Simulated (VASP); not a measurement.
A run of VASP 6.6.1 is set up as follows.

File INCAR:

```
SYSTEM = Ge
  PREC = Accurate
  ENCUT = 520
  EDIFF = 1E-7
  ISMEAR = -1
  SIGMA = 0.08
  LREAL = .FALSE.
  LASPH = .TRUE.
  NELM = 100
  ALGO = Normal
  ISIF = 2
  LWAVE = .FALSE.
  LCHARG = .FALSE.
  NBANDS = 13
```

KPOINTS

```
Automatic mesh
0
G
  15 15 15
  0 0 0
```

Contents of POSCAR:

```
Ge
1.0
    2.2045705842      0.0000000000      0.0000000000
    0.0000000000      2.2045705842      0.0000000000
    0.0000000000      0.0000000000      2.2045705842
Ge
1
Direct
    0.0000000000      0.0000000000      0.0000000000
```

Potentials or basis: VASP PAW LDA potentials, release 64 (Ge_d).

Launch:

```bash
$ cat potpaw_LDA.64/Ge_d/POTCAR > POTCAR
$ mpirun -np 1 vasp_std > vasp.out
```

(1) Estimate the band gap on the k mesh.

(2) Estimate the pressure.

Results:

(1) zero (band 7 reaches 24.65 eV, above the bottom of band 8 at 11.86 eV).

(2) 160.6 GPa.
